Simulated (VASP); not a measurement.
Wanted: the native input for a VASP 6.6.1 run.

```
Task                   : single point
Functional             : PBEsol
Potentials or basis    : VASP PAW PBE potentials, release 64 (Ti_sv, Al)
Cutoff                 : 520 eV
k mesh                 : 18 × 18 × 10
Occupations            : gaussian, width 0.15 eV
Spin                   : no spin polarisation
Dipole correction      : no
Further INCAR settings : ALGO = Fast; EDIFF = 1e-06; NBANDS = 14
```

The structure of TiAl lies in POSCAR:

```
TiAl
1.0
    2.8672622327      0.0000000000      0.0000000000
   -1.4336311163      2.4831219328      0.0000000000
    0.0000000000      0.0000000000      4.6780830000
Ti Al
1 1
Direct
    0.0201359423      0.0402718846      0.0000000000
    0.3333333333      0.6666666667      0.5000000000
```

This cell differs from its parent crystal: atom 1 (Ti) moved by (+0.000, +0.100) A along x and y.

One way to write it, as run:

INCAR

```
ALGO = Fast
EDIFF = 1E-6
ENCUT = 520
GGA = PS
ISIF = 2
ISMEAR = 0
LASPH = T
LCHARG = T
LELF = T
LREAL = F
LVHAR = T
LWAVE = F
NBANDS = 14
NELM = 60
PREC = Accurate
SIGMA = 0.15
```

KPOINTS

```
k-points
0
Gamma
  18 18 10
```

Potentials or basis: VASP PAW PBE potentials, release 64 (Ti_sv, Al).

Run with:

```console
$ cat potpaw_PBE.64/Ti_sv/POTCAR potpaw_PBE.64/Al/POTCAR > POTCAR
$ mpirun -np 1 vasp_std > vasp.out
```

It gave:

```
Pressure               : -2.7 GPa
Largest force          : 0.218 eV/Å
Band gap on the k mesh : zero (an odd number of electrons rules out a gap without spin polarisation)
```

Caveat: the cell differs from its parent crystal (atom 1 (Ti) moved by (+0.000, +0.100) A along x and y); the PAW data sets were made with another functional, which shifts forces and pressure a little.

It took 5.6 min on 1 thread of AMD EPYC 9R45 96-Core Processor (Zen 5) (shared host), peak memory 0.34 GiB.
